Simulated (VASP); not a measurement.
# CuO (Tenorite) in VASP: single point with RPBE

Aim: the single point of CuO (Tenorite) with RPBE.

All numbers are computed with VASP 6.6.1; they aren't measurements. Logs are shortened: lines on timing, memory, paths and dates and some standing lists are left out, and cuts for length are marked.

**1. The cell of the first run**

The cell holds a slab with vacuum, 8 atoms: a = 2.900 Å, b = 2.900 Å, c = 20.851 Å, α = 90.00°, β = 90.00°, γ = 72.31°.

**2. Single point, RPBE**

INCAR

```
SYSTEM = CuO
  PREC = Accurate
  ENCUT = 520
  EDIFF = 1E-7
  ISMEAR = 1
  SIGMA = 0.05
  LREAL = .FALSE.
  LASPH = .TRUE.
  NELM = 80
  ALGO = Normal
  ISIF = 2
  LWAVE = .FALSE.
  LCHARG = .FALSE.
  LDIPOL = .TRUE.
  IDIPOL = 3
  DIPOL = 0.5 0.5 0.500
  GGA = RP
  NBANDS = 44
```

KPOINTS

```
Automatic mesh
0
G
  6 6 1
  0 0 0
```

POSCAR

```
CuO
1.0
    2.9004842893      0.0000000000      0.0000000000
    0.8811334514      2.7634060421      0.0000000000
    0.0000000000      0.0000000000     20.8512714325
Cu O
4 4
Direct
    0.0000000000      0.5000000000      0.2877522370
    0.4092568450      0.9092568450      0.4090366730
    0.8185136900      0.3185136900      0.5303211090
    0.2277705350      0.7277705350      0.6516055450
    0.5362284225      0.3730284225      0.3483944550
    0.2822852675      0.4454852675      0.4696788910
    0.3547421125      0.1915421125      0.5909633270
    0.1007989576      0.2639989576      0.7122477630
```

Potentials or basis: VASP PAW PBE potentials, release 64 (Cu, O).

Launch:

```bash
$ cat potpaw_PBE.64/Cu/POTCAR potpaw_PBE.64/O/POTCAR > POTCAR
$ mpirun -np 1 vasp_std > vasp.out
```

OUTCAR:

```text
SYSTEM = CuO
   PREC = Accurate
   ENCUT = 520
   EDIFF = 1E-7
   ISMEAR = 1
   LREAL = .FALSE.
   LASPH = .TRUE.
   NELM = 80
   ISIF = 2
   GGA = RP

 ion  position               nearest neighbor table
   1  0.000  0.500  0.288-   5 1.95   5 1.96
   2  0.409  0.909  0.409-   6 1.95   5 1.95   6 1.96   5 1.96
   3  0.819  0.319  0.530-   7 1.95   6 1.95   6 1.96   7 1.96
   4  0.228  0.728  0.652-   7 1.95   8 1.95   8 1.96   7 1.96
   5  0.536  0.373  0.348-   1 1.95   2 1.95   1 1.96   2 1.96
   6  0.282  0.445  0.470-   3 1.95   2 1.95   3 1.96   2 1.96
   7  0.355  0.192  0.591-   3 1.95   4 1.95   3 1.96   4 1.96
   8  0.101  0.264  0.712-   4 1.95   4 1.96

  LATTYP: Found a base centered orthorhombic cell.
 ALAT       =     3.4226000000
 B/A-ratio  =     1.3684625723
 C/A-ratio  =     6.0922314709

  Lattice vectors:

 A1 = (  -0.8811334514,  -2.7634060421,   0.0000000000)
 A2 = (   2.9004842893,   0.0000000000,   0.0000000000)
 A3 = (   0.0000000000,   0.0000000000,  20.8512714325)

Analysis of symmetry for initial positions (statically):
=====================================================================
 Subroutine PRICEL returns:
 Original cell was already a primitive cell.

 Routine SETGRP: Setting up the symmetry group for a
 base centered orthorhombic supercell.

 Subroutine GETGRP returns: Found  1 space group operations
 (whereof  1 operations were pure point group operations)
 out of a pool of  8 trial point group operations.

The static configuration has the point symmetry C_1 .

Analysis of symmetry for dynamics (positions and initial velocities):
=====================================================================
 Subroutine PRICEL returns:
 Original cell was already a primitive cell.

 Routine SETGRP: Setting up the symmetry group for a
 base centered orthorhombic supercell.

 Subroutine GETGRP returns: Found  1 space group operations
 (whereof  1 operations were pure point group operations)
 out of a pool of  8 trial point group operations.

The dynamic configuration has the point symmetry C_1 .

 Subroutine INISYM returns: Found  1 space group operations
 (whereof  1 operations are pure point group operations),
 and found     1 'primitive' translations

----------------------------------------------------------------------------------------

                                     Primitive cell

  volume of cell :     167.1274

  direct lattice vectors                    reciprocal lattice vectors
     2.900484289  0.000000000  0.000000000     0.344770011 -0.109932592  0.000000000
     0.881133451  2.763406042  0.000000000     0.000000000  0.361872264  0.000000000
     0.000000000  0.000000000 20.851271432     0.000000000  0.000000000  0.047958706

  length of vectors
     2.900484289  2.900484289 20.851271432     0.361872264  0.361872264  0.047958706

  position of ions in fractional coordinates (direct lattice)
     0.000000000  0.500000000  0.287752237
     0.409256845  0.909256845  0.409036673
     0.818513690  0.318513690  0.530321109
     0.227770535  0.727770535  0.651605545
     0.536228423  0.373028422  0.348394455
     0.282285268  0.445485267  0.469678891
     0.354742112  0.191542113  0.590963327
     0.100798958  0.263998958  0.712247763

  ion indices of the primitive-cell ions
   primitive index   ion index
                 1           1
                 2           2
                 3           3
                 4           4
                 5           5
                 6           6
                 7           7
                 8           8

----------------------------------------------------------------------------------------

 KPOINTS: Automatic mesh

Automatic generation of k-mesh.
 Grid dimensions read from file:
 generate k-points for:    6    6    1

 Generating k-lattice:

  Cartesian coordinates                     Fractional coordinates (reciprocal lattice)
     0.057461668 -0.018322099  0.000000000     0.166666667  0.000000000  0.000000000
     0.000000000  0.060312044  0.000000000     0.000000000  0.166666667  0.000000000
     0.000000000  0.000000000  0.047958706     0.000000000  0.000000000  1.000000000

  Length of vectors
     0.060312044  0.060312044  0.047958706

  Shift w.r.t. Gamma in fractional coordinates (k-lattice)
     0.000000000  0.000000000  0.000000000

 Subroutine IBZKPT returns following result:
 ===========================================

 Found     20 irreducible k-points:

 Following reciprocal coordinates:
            Coordinates               Weight
  0.000000  0.000000  0.000000      1.000000
  0.166667  0.000000  0.000000      2.000000
  0.000000 -0.166667  0.000000      2.000000
  0.333333  0.000000  0.000000      2.000000
  0.000000 -0.333333  0.000000      2.000000
  0.500000  0.000000  0.000000      1.000000
[... 12 lines left out ...]
 -0.333333  0.333333  0.000000      2.000000
  0.500000  0.500000  0.000000      1.000000
   k-points           NKPTS =     20   k-points in BZ     NKDIM =     20   number of bands    NBANDS=     44
   number of dos      NEDOS =    301   number of ions     NIONS =      8
   total plane-waves  NPLWV =  92160
   dimension x,y,z NGX =    24 NGY =   24 NGZ =  160
   dimension x,y,z NGXF=    48 NGYF=   48 NGZF=  320
   ions per type =               4   4
   NGX,Y,Z   is equivalent  to a cutoff of  13.76, 13.76, 12.76 a.u.
   NGXF,Y,Z  is equivalent  to a cutoff of  27.51, 27.51, 25.51 a.u.
 SYSTEM =  CuO
   PREC   = accura    normal or accurate (medium, high low for compatibility)
   ISTART =      0    job   : 0-new  1-cont  2-samecut
   ICHARG =      2    charge: 1-file 2-atom 10-const
   ISPIN  =      1    spin polarized calculation?
   LNONCOLLINEAR =      F non collinear calculations
   LSORBIT =      F    spin-orbit coupling
   LASPH  =      T    aspherical Exc in radial PAW
   ENCUT  =  520.0 eV  38.22 Ry    6.18 a.u.   5.39  5.39 38.77*2*pi/ulx,y,z
   NELM   =     80;   NELMIN=  2; NELMDL= -5     # of ELM steps
   EDIFF  = 0.1E-06   stopping-criterion for ELM
   LREAL  =      F    real-space projection
   EDIFFG = 0.1E-05   stopping-criterion for IOM
   NSW    =      0    number of steps for IOM
   IBRION =     -1    ionic relax: 0-MD 1-quasi-New 2-CG
   NFREE  =      0    steps in history (QN), initial steepest desc. (CG)
   ISIF   =      2    stress and relaxation
   ISYM   =      2    0-nonsym 1-usesym 2-fastsym
   POTIM  = 0.5000    time-step for ionic-motion
   TEBEG  =    0.0;   TEEND  =   0.0 temperature during run
   PSTRESS=    0.0 pullay stress
   NELECT =      68.0000    total number of electrons
   NUPDOWN=      -1.0000    fix difference up-down
   EMIN   =  10.00;   EMAX   =-10.00  energy-range for DOS
   EFERMI =   0.00;   METHOD = LEGACY
   ISMEAR =     1;   SIGMA  =   0.05  broadening in eV -4-tet -1-fermi 0-gaus
   EFERMI_NEDOS =   21; number of points for ismear=-14 and -15
   IALGO  =     38    algorithm
   IMIX   =      4    mixing-type and parameters
     AMIX     =   0.40;   BMIX     =  1.00
     AMIX_MAG =   1.60;   BMIX_MAG =  1.00
  volume/ion in A,a.u.               =      20.89       140.98
  Fermi-wavevector in a.u.,A,eV,Ry     =   1.213096  2.292419 20.022364  1.471602
  Thomas-Fermi vector in A             =   2.348559
   LORBIT       =      0    0 simple, 1 ext, 2 COOP (PROOUT), +10 PAW based schemes
   GGA     = RP    functional components
   LHFCALC =     F    Hartree Fock is set to
   AEXX    =    0.0000 exact exchange contribution
   IVDW    =     0    specifies the selected vdW correction
   LEPSILON=     F    determine dielectric tensor
   LRPA    =     F    only Hartree local field effects (RPA)
 non-spin polarized calculation
 Methfessel and Paxton  Order N= 1 SIGMA  =   0.05
  energy-cutoff  :      520.00
  volume of cell :      167.13
 maximum number of plane-waves:      4567
 NGX is ok and might be reduce to    24
   NGX = 11   NGY = 11   NGZ = 77

 dipolmoment           0.000000      0.000000     -0.044046 electrons x Angstroem

 number of electron      68.0000012 magnetization

 dipolmoment           0.000000      0.000000      0.175112 electrons x Angstroem

 Free energy of the ion-electron system (eV)
  ---------------------------------------------------
  ext. energy  EPLUGINS =         0.00000000
  ---------------------------------------------------
  free energy    TOTEN  =       -33.24359493 eV

  energy without entropy =      -33.24154837  energy(sigma->0) =      -33.24291274

 E-fermi :  -0.6318     XC(G=0):  -6.5608

 val. band max:       -0.6343478790   @ k =   0.5000   0.3333   0.0000
 cond. band min:      -0.6278669312   @ k =   0.0000  -0.1667   0.0000
 fundamental gap:      0.0064809478
 Fermi energy:        -0.6318108198

 k-point     1 :       0.0000    0.0000    0.0000
  band No.  band energies     occupation
      1     -20.4558      2.00000
      2     -19.9888      2.00000
      3     -19.5333      2.00000
      4     -17.6227      2.00000
      5      -8.2711      2.00000
      6      -6.9920      2.00000
[... 36 lines left out ...]
     43       6.8299      0.00000
     44       8.0812      0.00000

 k-point     2 :       0.1667    0.0000    0.0000
  band No.  band energies     occupation
      1     -20.2916      2.00000
      2     -19.8665      2.00000
      3     -19.4483      2.00000
      4     -17.5267      2.00000
      5      -8.0232      2.00000
      6      -6.9513      2.00000
[... 36 lines left out ...]
     43       7.4485      0.00000
     44       8.4550      0.00000

 k-point     3 :       0.0000   -0.1667    0.0000
  band No.  band energies     occupation
      1     -20.2935      2.00000
      2     -19.8524      2.00000
      3     -19.4515      2.00000
      4     -17.5329      2.00000
      5      -8.0287      2.00000
      6      -6.9568      2.00000
[... 788 lines left out ...]
     43       8.2828      0.00000
     44       8.9494      0.00000

 k-point    20 :       0.5000    0.5000    0.0000
  band No.  band energies     occupation
      1     -19.3189      2.00000
      2     -19.1476      2.00000
      3     -19.0413      2.00000
      4     -16.9963      2.00000
      5      -7.7472      2.00000
      6      -7.1068      2.00000
[... 36 lines left out ...]
     43       8.5120      0.00000
     44       8.8037      0.00000

------------------------ aborting loop because EDIFF is reached ----------------------------------------

 vacuum level on the upper side and lower side of the slab       (xc-potential included)         1.746        -2.185

  FORCE on cell =-STRESS in cart. coord.  units (eV):
  Direction    XX          YY          ZZ          XY          YZ          ZX
  --------------------------------------------------------------------------------------
  -------------------------------------------------------------------------------------
  Total        4.3488828      0.4234456      1.2184734     -0.9622035     -0.3460846      0.1865530
  in kB       41.6908282      4.0593869     11.6809693     -9.2242217     -3.3177613      1.7884019
  external PRESSURE =      19.1437281 kB  Pullay stress =       0.0000000 kB

 VOLUME and BASIS-vectors are now :
 -----------------------------------------------------------------------------
  energy-cutoff  :      520.00
  volume of cell :      167.13
      direct lattice vectors                 reciprocal lattice vectors
     2.900484289  0.000000000  0.000000000     0.344770011 -0.109932592  0.000000000
     0.881133451  2.763406042  0.000000000     0.000000000  0.361872264  0.000000000
     0.000000000  0.000000000 20.851271432     0.000000000  0.000000000  0.047958706

 POSITION                                       TOTAL-FORCE (eV/Angst)
 -----------------------------------------------------------------------------------
      0.44057      1.38170      6.00000        -0.015463     -0.082382     -0.230315
      1.98822      2.51265      8.52893        -0.030141     -0.069898     -0.216567
      2.65474      0.88018     11.05787         0.077087     -0.098434      0.061562
      1.30191      2.01113     13.58680        -0.044099     -0.057287      2.195391
      1.88401      1.03083      7.26447         0.024311      0.230556     -0.162649
      1.21130      1.23106      9.79340         0.098376     -0.040844     -0.030635
      1.19770      0.52931     12.32234        -0.307188      0.166107      0.183333
      0.52498      0.72954     14.85127         0.197118     -0.047818     -1.800119
 -----------------------------------------------------------------------------------
    total drift:                               -0.000300     -0.000532      0.001087

  FREE ENERGIE OF THE ION-ELECTRON SYSTEM (eV)
  ---------------------------------------------------
  free  energy   TOTEN  =       -33.2435949256 eV

  energy  without entropy=      -33.2415483699  energy(sigma->0) =      -33.24291274

 vacuum level on the upper side and lower side of the slab         7.692         3.656
```

Run time: 7.6 min. Hardware: 1 thread of Intel Xeon 6975P-C, shared host; peak memory 0.35 GiB.

What came out:

| Item | Value |
| --- | --- |
| Free energy | -33.2436 eV |
| Largest force | 2.197 eV/Å |
| Band gap on the k mesh | zero (band 34 reaches -0.51 eV, above the bottom of band 35 at -0.73 eV) |

Forces in eV/Å, atoms in the order of the input:
```
Cu  -0.015 -0.082 -0.230
Cu  -0.030 -0.070 -0.217
Cu   0.077 -0.098  0.062
Cu  -0.044 -0.057  2.195
O    0.024  0.231 -0.163
O    0.098 -0.041 -0.031
O   -0.307  0.166  0.183
O    0.197 -0.048 -1.800
```

Levels at points of the mesh, in eV from the Fermi level:
| k point | band 30 | band 31 | band 32 | band 33 | band 34 | band 35 | band 36 | band 37 | band 38 | band 39 |
| --- | --- | --- | --- | --- | --- | --- | --- | --- | --- | --- |
| (0.00, 0.00, 0.00) | -1.48 | -1.38 | -0.57 | -0.09 | 0.03 | 0.34 | 0.64 | 1.05 | 2.60 | 3.74 |
| (0.50, 0.00, 0.00) | -1.39 | -1.28 | -1.18 | -0.61 | 0.03 | 0.51 | 0.97 | 2.91 | 4.33 | 5.55 |
| (0.00, 0.50, 0.00) | -1.54 | -1.32 | -0.11 | -0.01 | 0.13 | 0.35 | 0.71 | 2.78 | 3.58 | 5.17 |
| (0.50, 0.50, 0.00) | -1.22 | -1.18 | -0.92 | -0.70 | -0.37 | -0.01 | 0.87 | 3.74 | 4.71 | 5.24 |

Caveat: the k points lie up to 0.38 Å⁻¹ apart; the PAW data sets were made with another functional, which shifts forces and pressure a little; semilocal functionals often make such compounds metallic where correlation or magnetic order opens a gap, which also shifts bond lengths.
